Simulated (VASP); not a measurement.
**AlCo3: single point with PBEsol**

Crystal: AlCo3.

```
Al Co
1.0
     3.57495    0.00000    0.00000
     0.00000    3.57495    0.00000
     0.00000    0.00000    3.57495
Al Co
1 3
Direct
  0.00000 0.00000 0.00000
  0.50000 0.50000 0.00000
  0.50000 0.00000 0.50000
  0.00000 0.50000 0.50000
```

```yaml
Program: VASP 6.6.1
Task: single point
Functional: PBEsol
Potentials_or_basis: VASP PAW PBE potentials, release 64 (Al, Co)
Cutoff: 520 eV
k_mesh: 12 × 12 × 12
Occupations: gaussian, width 0.1 eV
Spin: no spin polarisation
Dipole_correction: no
Further_INCAR_settings: ALGO = Normal; EDIFF = 1e-06; NBANDS = 23
```

```yaml
Pressure: -13.9 GPa
Band_gap_on_the_k_mesh: zero (bands 15 and 16 overlap by 1.02 eV)
```

Levels at points of the mesh, in eV from the Fermi level:
```tsv
k point	band 12	band 13	band 14	band 15	band 16	band 17	band 18	band 19
(0.00, 0.00, 0.00)	0.06	0.51	0.73	0.73	0.73	1.05	1.05	1.05
(0.50, 0.00, 0.00)	-0.67	-0.59	-0.59	-0.41	0.14	0.73	5.92	5.92
(0.50, 0.50, 0.00)	-0.77	-0.77	-0.70	-0.30	-0.29	0.00	1.61	1.61
(0.50, 0.50, 0.50)	-0.79	-0.79	-0.42	-0.42	0.01	0.53	0.53	0.53
```

Run time: 33 s on 1 thread of Intel(R) Xeon(R) 6975P-C (Granite Rapids) (shared host), peak memory 0.2 GiB.

Caveat: the cell stands under tension; the PAW data sets were made with another functional, which shifts forces and pressure a little; the run has no spin polarisation, though such a crystal can be magnetic. Spin polarisation is off, so any magnetic state and its effect on volume and gap are missing.
